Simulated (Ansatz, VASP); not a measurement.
## One calculation of SnO2, two programs

```
Sn O
1.0
     4.82779    0.00000    0.00000
     0.00000    4.82781    0.00000
     0.00000    0.00000    3.23790
Sn O
2 4
Direct
  0.49606 0.49492 0.50000
  0.00395 0.99491 0.00000
  0.25390 0.36241 0.00000
  0.78539 0.17532 0.50000
  0.24607 0.86239 0.50000
  0.71458 0.67534 0.00000
```

Change from the starting cell: mode 4 frozen in at -0.252 Å and mode 7 at -0.119 Å (largest displacements).

Alike in both runs: task single point; functional PBE; k mesh 6 × 6 × 8; occupations gaussian, width 0.05 eV; no spin polarisation.

|  | VASP | Ansatz |
| --- | --- | --- |
| version | VASP 6.6.1 | Ansatz 0.2.0 |
| potentials or method | VASP PAW PBE potentials, release 64 (Sn_d, O), cutoff 520 eV | scalar-relativistic, plane waves, PAW |
| valence electrons in the cell | 52 | 52 |

|  | VASP | Ansatz | Ansatz less VASP |
| --- | --- | --- | --- |
| gap on the k mesh at the Fermi level (eV) | 1.00 | 1.01 | +0.014 |
| least direct gap on the mesh (eV) | 1.05 | 1.06 | +0.013 |
| pressure (GPa) | -2.1 | -2.6 | -0.56 |
| traceless stress, the component that is largest in VASP (GPa) | -0.98 | -0.92 | +0.063 |
| rms of the force components (eV/Å) | 0.272 | 0.277 | +0.0048 |

Atom by atom the forces differ by 0.010 eV/Å (rms over components).
